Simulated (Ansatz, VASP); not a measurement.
Zn: VASP beside Ansatz

```
CELL_PARAMETERS angstrom
4.28852 0.00000 0.00000
-2.14426 3.71397 0.00000
0.00000 0.00000 2.61220
ATOMIC_POSITIONS crystal
Zn 0.00000 0.00000 0.00000
Zn 0.33333 0.66667 0.50000
Zn 0.66667 0.33333 0.50000
```

Alike in both runs: functional LDA; k mesh 8 × 8 × 12; occupations fermi-dirac, width 0.1 eV; no spin polarisation.

Ansatz relaxed the structure, and its values are those at the end. VASP's run is a single point on that final structure, the one shown.

|  | VASP | Ansatz |
| --- | --- | --- |
| version | VASP 6.6.1 | Ansatz 0.2.0 |
| potentials or method | VASP PAW LDA potentials, release 64 (Zn), cutoff 520 eV | plane waves (420 eV) with PAW, scalar-relativistic |
| valence electrons in the cell | 36 | 36 |

|  | VASP | Ansatz | Ansatz less VASP |
| --- | --- | --- | --- |
| pressure (GPa) | 0.7 | 0.0 | -0.68 |

Ansatz warns that its potentials were made for another functional, while VASP's fit it. LDA's correlation is that of Perdew and Zunger in VASP and of Perdew and Wang (1992) in Ansatz.
